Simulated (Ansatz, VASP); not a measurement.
## Two plane-wave programs on Al2O3

```
Al O
1.0
     4.30242    0.00000    0.00000
    -2.15121    3.72600    0.00000
     0.00000    0.00000    4.30806
Al O
2 3
Cartesian
  0.0000 0.0000 2.1540
  0.0000 0.0000 0.0000
  2.1512 0.0000 2.1540
  -1.0756 1.8630 2.1540
  1.0756 1.8630 2.1540
```

Alike in both runs: task relaxation of cell and atoms; functional PBE; k mesh 6 × 6 × 4; occupations gaussian, width 0.1 eV; no spin polarisation.

|  | VASP | Ansatz |
| --- | --- | --- |
| version | VASP 6.6.1 | Ansatz 0.2.0 |
| potentials or method | VASP PAW PBE potentials, release 64 (Al, O), cutoff 600 eV | scalar-relativistic, plane waves, PAW |
| valence electrons in the cell | 24 | 24 |

Ansatz gave:

| Quantity | Value |
| --- | --- |
| gap on the k mesh at the Fermi level, each at its own relaxed structure (eV) | none |
| relaxed volume (Å³/atom) | 15.81 |
| relaxed cell length with the largest relative difference (Å) | 5.500 |

Task: Which values does VASP return?

Result: gap on the k mesh at the Fermi level, each at its own relaxed structure (eV): none; relaxed volume (Å³/atom): 15.47; relaxed cell length with the largest relative difference (Å): 5.364.

A gap of «none» marks a metal or a gap that the smearing closes.

The k mesh is coarse, so the values compare programs but aren't converged.
